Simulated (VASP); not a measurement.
Write the native input for VASP 6.6.1 that does the following.

| Property | Result |
| --- | --- |
| Task | relaxation of cell and atoms |
| Functional | PBEsol |
| Potentials or basis | VASP PAW PBE potentials, release 64 (I, Cu) |
| Cutoff | 600 eV |
| k mesh | 8 × 8 × 8 |
| Occupations | fermi-dirac, width 0.05 eV |
| Spin | no spin polarisation |
| Target pressure | 10 GPa |
| Dipole correction | no |
| Further INCAR settings | ALGO = Normal; EDIFF = 1e-06; IBRION = 2; EDIFFG = -0.005; NSW = 80; ISIF = 3 |

The structure of CuI (Marshite) lies in POSCAR:

```
CuI
1.0
    0.0000000000      3.0315000000      3.0315000000
    3.0315000000      0.0000000000      3.0315000000
    3.0315000000      3.0315000000      0.0000000000
I Cu
1 1
Direct
    0.0000000000      0.0000000000      0.0000000000
    0.7500000000      0.7500000000      0.7500000000
```

The input as run:

INCAR

```
SYSTEM = CuI
PREC = Accurate
ENCUT = 600
EDIFF = 1E-6
ISMEAR = -1
SIGMA = 0.05
LREAL = .FALSE.
LASPH = .TRUE.
NELM = 80
ALGO = Normal
ISIF = 3
LWAVE = .FALSE.
LCHARG = .FALSE.
GGA = PS
IBRION = 2
NSW = 80
EDIFFG = -0.005
PSTRESS = 100.0
```

KPOINTS

```
regular mesh
0
G
  8 8 8
  0 0 0
```

Potentials or basis: VASP PAW PBE potentials, release 64 (I, Cu).

The run is started by

```console
$ cat potpaw_PBE.64/I/POTCAR potpaw_PBE.64/Cu/POTCAR > POTCAR
$ mpirun -np 1 vasp_std > vasp.out
```

It gave:

| Item | Value |
| --- | --- |
| Relaxed volume | 22.78 Å³/atom |
| Relaxed cell | a = 4.009 Å, b = 4.009 Å, c = 4.009 Å, α = 60.00°, β = 60.00°, γ = 60.00° |
| Space group after relaxing (to 0.05 Å) | F-43m (No. 216) |
| Energy change on relaxing (the enthalpy is what falls) | +80.6 meV/atom |
| Ionic steps | 8 |
| Pressure after relaxing | 10.0 GPa |
| Band gap on the k mesh | 1.64 eV, direct |

Caveat: the cell is relaxed towards a set pressure, so the enthalpy falls and the energy may rise; the volume moved by over 15 % at a fixed basis, so the end points are rough; the PAW data sets were made with another functional, which shifts forces and pressure a little; spin-orbit coupling is left out, which moves the levels of the heavy elements.

Wall time 2.6 min on 1 thread of Intel Xeon 6975P-C (shared host), peak memory 0.23 GiB.
